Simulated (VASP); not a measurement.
# LiCu3S4 (I-42m) in VASP: single point with r2SCAN

Aim: the single point of LiCu3S4 with r2SCAN.

Everything below comes from runs of VASP 6.6.1. Logs are shortened: lines on timing, memory, paths and dates and some standing lists are left out, and cuts for length are marked.

### Step 1. The cell of the first run

It takes space group I-42m (No. 121, tetragonal). Conventional cell: a = 5.266 Å, b = 5.266 Å, c = 10.494 Å, α = 90.00°, β = 90.00°, γ = 90.00°. Cu (site symmetry -42m) has 4 S at 2.27 Å within 3.0 Å. Within 3.0 Å of Cu (site symmetry -4) lie 4 S at 2.24 Å. Within 3.1 Å of Li (site symmetry -42m) lie 4 S at 2.36 Å. Within 3.0 Å of S (site symmetry m) lie 3 Cu at 2.24 to 2.27 Å and 1 Li at 2.36 Å.

### Step 2. Single point, r2SCAN

The input, POSCAR:

```
LiCu3S4
1.0
    0.0000000000      5.2662380000      0.0000000000
    5.2662380000      0.0000000000      0.0000000000
    2.6331190000      2.6331190000     -5.2467950000
Cu Li S
3 1 4
Direct
    0.5000000000      0.5000000000      0.0000000000
    0.7500000000      0.2500000000      0.5000000000
    0.2500000000      0.7500000000      0.5000000000
    0.0000000000      0.0000000000      0.0000000000
    0.6108100000      0.6108100000      0.2625800000
    0.3891900000      0.8733900000      0.7374200000
    0.1266100000      0.1266100000      0.2625800000
    0.8733900000      0.3891900000      0.7374200000
```

The input, INCAR.step1:

```
PREC = Accurate
ENCUT = 520
ISMEAR = -1
SIGMA = 0.1
LREAL = False
LASPH = True
NELM = 80
NBANDS = 40
GGA = PE
ALGO = Normal
EDIFF = 1E-4
LWAVE = True
LCHARG = False
```

The input, INCAR.step2:

```
PREC = Accurate
ENCUT = 520
EDIFF = 1E-6
ISMEAR = -1
SIGMA = 0.1
LREAL = False
LASPH = True
NELM = 80
ALGO = Normal
ISIF = 2
LWAVE = False
LCHARG = True
METAGGA = R2SCAN
LMIXTAU = True
LELF = True
LVHAR = True
NBANDS = 40
ISTART = 1
```

The input, KPOINTS:

```
Automatic mesh
0
Gamma
  7 7 7
```

Potentials or basis: VASP PAW PBE potentials, release 64 (Cu, Li_sv, S).

On the command line:

```console
$ cat potpaw_PBE.64/Cu/POTCAR potpaw_PBE.64/Li_sv/POTCAR potpaw_PBE.64/S/POTCAR > POTCAR
$ cp INCAR.step1 INCAR
$ mpirun -np 1 vasp_std > vasp.out
$ cp INCAR.step2 INCAR
$ mpirun -np 1 vasp_std > vasp.out
```

OUTCAR:

```text
PREC = Accurate
   ENCUT = 520
   EDIFF = 1E-6
   ISMEAR = -1
   LREAL = False
   LASPH = True
   NELM = 80
   ISIF = 2
   METAGGA = R2SCAN
   ISTART = 1

 ion  position               nearest neighbor table
   1  0.500  0.500  0.000-   5 2.27   6 2.27   7 2.27   8 2.27
   2  0.750  0.250  0.500-   5 2.24   6 2.24   7 2.24   8 2.24
   3  0.250  0.750  0.500-   5 2.24   6 2.24   7 2.24   8 2.24
   4  0.000  0.000  0.000-   5 2.36   6 2.36   7 2.36   8 2.36
   5  0.611  0.611  0.263-   2 2.24   3 2.24   1 2.27   4 2.36
   6  0.389  0.873  0.737-   2 2.24   3 2.24   1 2.27   4 2.36
   7  0.127  0.127  0.263-   2 2.24   3 2.24   1 2.27   4 2.36
   8  0.873  0.389  0.737-   2 2.24   3 2.24   1 2.27   4 2.36

  LATTYP: Found a body centered tetragonal cell.
 ALAT       =     5.2662380000
 C/A-ratio  =     1.9926159813

  Lattice vectors:

 A1 = (  -2.6331190000,   2.6331190000,   5.2467950000)
 A2 = (   2.6331190000,  -2.6331190000,   5.2467950000)
 A3 = (   2.6331190000,   2.6331190000,  -5.2467950000)

Analysis of symmetry for initial positions (statically):
=====================================================================
 Subroutine PRICEL returns:
 Original cell was already a primitive cell.

 Routine SETGRP: Setting up the symmetry group for a
 body centered tetragonal supercell.

 Subroutine GETGRP returns: Found  8 space group operations
 (whereof  8 operations were pure point group operations)
 out of a pool of 16 trial point group operations.

The static configuration has the point symmetry D_2d.

Analysis of symmetry for dynamics (positions and initial velocities):
=====================================================================
 Subroutine PRICEL returns:
 Original cell was already a primitive cell.

 Routine SETGRP: Setting up the symmetry group for a
 body centered tetragonal supercell.

 Subroutine GETGRP returns: Found  8 space group operations
 (whereof  8 operations were pure point group operations)
 out of a pool of 16 trial point group operations.

The dynamic configuration has the point symmetry D_2d.

 Subroutine INISYM returns: Found  8 space group operations
 (whereof  8 operations are pure point group operations),
 and found     1 'primitive' translations

----------------------------------------------------------------------------------------

[... 102 lines left out ...]
   ENCUT  =  520.0 eV  38.22 Ry    6.18 a.u.   9.79  9.79 11.96*2*pi/ulx,y,z
   NELM   =     80;   NELMIN=  2; NELMDL=  0     # of ELM steps
   EDIFF  = 0.1E-05   stopping-criterion for ELM
   LREAL  =      F    real-space projection
   EDIFFG = 0.1E-04   stopping-criterion for IOM
   NSW    =      0    number of steps for IOM
   IBRION =     -1    ionic relax: 0-MD 1-quasi-New 2-CG
   NFREE  =      0    steps in history (QN), initial steepest desc. (CG)
   ISIF   =      2    stress and relaxation
   ISYM   =      2    0-nonsym 1-usesym 2-fastsym
   POTIM  = 0.5000    time-step for ionic-motion
   TEBEG  =    0.0;   TEEND  =   0.0 temperature during run
   PSTRESS=    0.0 pullay stress
   NELECT =      60.0000    total number of electrons
   NUPDOWN=      -1.0000    fix difference up-down
   EMIN   =  10.00;   EMAX   =-10.00  energy-range for DOS
   EFERMI =   0.00;   METHOD = LEGACY
   ISMEAR =    -1;   SIGMA  =   0.10  broadening in eV -4-tet -1-fermi 0-gaus
   EFERMI_NEDOS =   21; number of points for ismear=-14 and -15
   IALGO  =     38    algorithm
   IMIX   =      4    mixing-type and parameters
     AMIX     =   0.40;   BMIX     =  1.00
     AMIX_MAG =   1.60;   BMIX_MAG =  1.00
  volume/ion in A,a.u.               =      18.19       122.74
  Fermi-wavevector in a.u.,A,eV,Ry     =   1.218504  2.302638 20.201271  1.484752
  Thomas-Fermi vector in A             =   2.353788
   LORBIT       =      0    0 simple, 1 ext, 2 COOP (PROOUT), +10 PAW based schemes
   METAGGA = R2SCAN    functional components
   LHFCALC =     F    Hartree Fock is set to
   AEXX    =    0.0000 exact exchange contribution
   IVDW    =     0    specifies the selected vdW correction
   LEPSILON=     F    determine dielectric tensor
   LRPA    =     F    only Hartree local field effects (RPA)
 non-spin polarized calculation
  energy-cutoff  :      520.00
  volume of cell :      145.51
 maximum number of plane-waves:      3936
   NGX = 19   NGY = 19   NGZ = 23

 number of electron      60.0000025 magnetization

 Free energy of the ion-electron system (eV)
  ---------------------------------------------------
  ext. energy  EPLUGINS =         0.00000000
  ---------------------------------------------------
  free energy    TOTEN  =       -70.05838292 eV

  energy without entropy =      -69.85256649  energy(sigma->0) =      -69.95547471

 E-fermi :   3.1409     XC(G=0): -10.1824

 val. band max:        3.1303405662   @ k =   0.2857   0.0000  -0.0000
 cond. band min:       3.1420130313   @ k =  -0.1429   0.0000   0.4286
 fundamental gap:      0.0116724651
 Fermi energy:         3.1408965222

 k-point     1 :       0.0000    0.0000    0.0000
  band No.  band energies     occupation
      1     -42.7391      2.00000
      2     -10.6652      2.00000
      3      -9.3302      2.00000
      4      -9.3278      2.00000
      5      -9.3277      2.00000
      6      -2.0396      2.00000
[... 1021 lines left out ...]
     39      11.2041      0.00000
     40      11.7411      0.00000

 [... further k-points ...]
[... 5 lines left out ...]
  --------------------------------------------------------------------------------------
  -------------------------------------------------------------------------------------
  Total       -1.5242137     -1.5242137     -1.6837317      0.0000000      0.0000000      0.0000000
  in kB      -16.7826831    -16.7826831    -18.5390895      0.0000000      0.0000000      0.0000000
  external PRESSURE =     -17.3681519 kB  Pullay stress =       0.0000000 kB

 VOLUME and BASIS-vectors are now :
 -----------------------------------------------------------------------------
  energy-cutoff  :      520.00
  volume of cell :      145.51
      direct lattice vectors                 reciprocal lattice vectors
     0.000000000  5.266238000  0.000000000     0.000000000  0.189888873  0.095296271
     5.266238000  0.000000000  0.000000000     0.189888873  0.000000000  0.095296271
     2.633119000  2.633119000 -5.246795000     0.000000000  0.000000000 -0.190592543

 POSITION                                       TOTAL-FORCE (eV/Angst)
 -----------------------------------------------------------------------------------
      2.63312      2.63312      0.00000         0.000000      0.000000      0.000000
      2.63312      5.26624     -2.62340        -0.000000      0.000000      0.000000
      5.26624      2.63312     -2.62340         0.000000     -0.000000      0.000000
      0.00000      0.00000      0.00000         0.000000      0.000000      0.000000
      3.90808      3.90808     -1.37770        -0.271814     -0.271814      0.004260
      6.54119      3.99128     -3.86909        -0.271814      0.271814     -0.004260
      1.35816      1.35816     -1.37770         0.271814      0.271814      0.004260
      3.99128      6.54119     -3.86909         0.271814     -0.271814     -0.004260
 -----------------------------------------------------------------------------------
    total drift:                                0.000037      0.000037     -0.000335

  FREE ENERGIE OF THE ION-ELECTRON SYSTEM (eV)
  ---------------------------------------------------
  free  energy   TOTEN  =       -70.0583829210 eV

  energy  without entropy=      -69.8525664926  energy(sigma->0) =      -69.95547471
```

OSZICAR.step1:

```text
N       E                     dE             d eps       ncg     rms          rms(c)
DAV:   1     0.532964643576E+03    0.53296E+03   -0.24720E+04  3200   0.176E+03
DAV:   2     0.385565596804E+02   -0.49441E+03   -0.47192E+03  3280   0.389E+02
DAV:   3    -0.348277005322E+02   -0.73384E+02   -0.70696E+02  4536   0.164E+02
DAV:   4    -0.402645027370E+02   -0.54368E+01   -0.53970E+01  5392   0.468E+01
DAV:   5    -0.404876028723E+02   -0.22310E+00   -0.22271E+00  5904   0.850E+00    0.245E+01
DAV:   6    -0.432076621980E+02   -0.27201E+01   -0.12889E+02  4400   0.231E+02    0.226E+01
DAV:   7    -0.318434741987E+02    0.11364E+02   -0.36509E+01  4336   0.117E+02    0.852E+00
DAV:   8    -0.320292617913E+02   -0.18579E+00   -0.70854E+00  5280   0.379E+01    0.373E+00
DAV:   9    -0.322388154013E+02   -0.20955E+00   -0.23276E+00  5168   0.398E+01    0.441E+00
DAV:  10    -0.320089361984E+02    0.22988E+00   -0.70747E-01  4464   0.303E+01    0.971E-01
DAV:  11    -0.320199422489E+02   -0.11006E-01   -0.95933E-02  5136   0.474E+00    0.758E-01
DAV:  12    -0.320157511975E+02    0.41911E-02   -0.27578E-02  4624   0.470E+00    0.294E-01
DAV:  13    -0.320160798469E+02   -0.32865E-03   -0.72741E-03  5120   0.137E+00    0.769E-02
DAV:  14    -0.320161089246E+02   -0.29078E-04   -0.58829E-04  4272   0.162E-01
   1 F= -.32016109E+02 E0= -.31909341E+02  d E =-.213535E+00
```

Run time: 17 min. Hardware: 1 thread of Intel Xeon Platinum 8259CL at 2.50GHz (Skylake/Cascade Lake), shared host; peak memory 0.41 GiB.

Results:

```yaml
Free_energy: -70.0584 eV
Largest_force: 0.384 eV/Å
Band_gap_on_the_k_mesh: zero (bands 30 and 31 overlap by 1.31 eV)
```

Forces on the atoms (eV/Å):
```
Cu   0.000  0.000  0.000
Cu   0.000  0.000  0.000
Cu   0.000  0.000  0.000
Li   0.000  0.000  0.000
S   -0.272 -0.272  0.004
S   -0.272  0.272 -0.004
S    0.272  0.272  0.004
S    0.272 -0.272 -0.004
```

Caveat: the cutoff is under 1.25 times the usual one of these potentials, so pressure, stress and relaxed cells hold a basis-set (Pulay) error; the PAW data sets were made with another functional, which shifts forces and pressure a little. With open d or f shells a metallic result of r2SCAN can be an artefact of self-interaction; +U or a hybrid may open a gap.
